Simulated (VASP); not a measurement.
# CdTe: single point with r2SCAN

CdTe:

```xyz
2
Lattice="0.0000 3.2800 3.2800 3.2800 0.0000 3.2800 3.2800 3.2800 0.0000" Properties=species:S:1:pos:R:3 pbc="T T T"
Cd    0.0000    0.0000    0.0000
Te    1.6400    1.6400    1.6400
```

```json
{
  "Program": "VASP 6.6.1",
  "Task": "single point",
  "Functional": "r2SCAN",
  "Potentials or basis": "VASP PAW PBE potentials, release 64 (Cd, Te)",
  "Cutoff": "520 eV",
  "k mesh": "6 × 6 × 6",
  "Occupations": "fermi-dirac, width 0.02 eV",
  "Spin": "non-collinear spin, zero start, spin-orbit coupling",
  "Starting moments": "[[0.0, 0.0, 0.0], [0.0, 0.0, 0.0]] μB"
}
```

```yaml
Pressure: 0.1 GPa
Net_moment: 0.00 μB per cell
Valence_electrons_inside_the_program's_atomic_spheres: Cd 10.29; Te 3.46
```

Moments on the atoms (μB; x, y, z):
```
Cd  0.00 0.00 0.00
Te  0.00 0.00 0.00
```

Run time: 9.6 min on 1 thread of Intel Xeon 8259CL (shared host), peak memory 0.46 GiB.

Caveat: the PAW data sets were made with another functional, which shifts forces and pressure a little.
